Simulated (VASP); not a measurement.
A run of VASP 6.6.1 is set up as follows.

INCAR

```
SYSTEM = W
PREC = Accurate ; ENCUT = 520
EDIFF = 1E-6 ; ISMEAR = 0
SIGMA = 0.15 ; LREAL = .FALSE.
LASPH = .TRUE. ; NELM = 100
ALGO = Normal ; ISIF = 2
LWAVE = .FALSE. ; LCHARG = .FALSE.
GGA = PS ; NBANDS = 13
```

The input KPOINTS:

```
Automatic mesh
0
G
  20 20 20
  0 0 0
```

POSCAR

```
W
1.0
   -1.5174350000      1.5174350000      1.6771650000
    1.5174350000     -1.5174350000      1.6771650000
    1.5174350000      1.5174350000     -1.6771650000
W
1
Direct
    0.0000000000      0.0000000000      0.0000000000
```

Potentials or basis: VASP PAW PBE potentials, release 64 (W_sv).

Command:

```console
$ cat potpaw_PBE.64/W_sv/POTCAR > POTCAR
$ mpirun -np 1 vasp_std > vasp.out
```

Problem. What does it give for the pressure?

Solution. 7.3 GPa.

Problem. What does it give for the band gap on the k mesh?

Solution. Zero (bands 7 and 8 overlap by 6.08 eV).

Stress tensor (GPa, compression positive):
```
 16.94   0.00   0.00
  0.00  16.94   0.00
  0.00   0.00 -11.90
```

Caveat: the cell differs from its parent crystal (strain -0.050 along x and y, +0.050 along z); the stress differs along the axes, from -12 to 17 GPa; the PAW data sets were made with another functional, which shifts forces and pressure a little; spin-orbit coupling is left out, which moves the levels of the heavy elements.
